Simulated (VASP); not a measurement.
A run of VASP 6.6.1:

INCAR

```
SYSTEM = ZrB
PREC = Accurate
ENCUT = 520
EDIFF = 1E-6
ISMEAR = 0
SIGMA = 0.15
LREAL = .FALSE.
LASPH = .TRUE.
NELM = 100
ALGO = Normal
ISIF = 2
LWAVE = .FALSE.
LCHARG = .TRUE.
GGA = PS
LELF = .TRUE.
LVHAR = .TRUE.
NBANDS = 14
```

KPOINTS

```
regular mesh
0
G
  20 20 20
  0 0 0
```

The input POSCAR:

```
ZrB
1.0
    0.9091037120      2.8571830949      2.8571830949
    2.8571830949      0.9091037120      2.8571830949
    2.8571830949      2.8571830949      0.9091037120
Zr B
1 1
Direct
    0.0000000000      0.0000000000      0.0000000000
    0.5000000000      0.5000000000      0.5000000000
```

Potentials or basis: VASP PAW PBE potentials, release 64 (Zr_sv, B).

Command:

```sh
$ cat potpaw_PBE.64/Zr_sv/POTCAR potpaw_PBE.64/B/POTCAR > POTCAR
$ mpirun -np 1 vasp_std > vasp.out
```

Hardware: 1 thread of Intel(R) Xeon(R) Platinum 8488C (Sapphire Rapids), on a shared host.

Question: How long does it take, and how much memory?

Answer: Run time: 2.7 min on 1 thread of Intel(R) Xeon(R) Platinum 8488C (Sapphire Rapids), on a shared host, peak memory 0.4 GiB. Counts: scf iterations 12, k points 781.
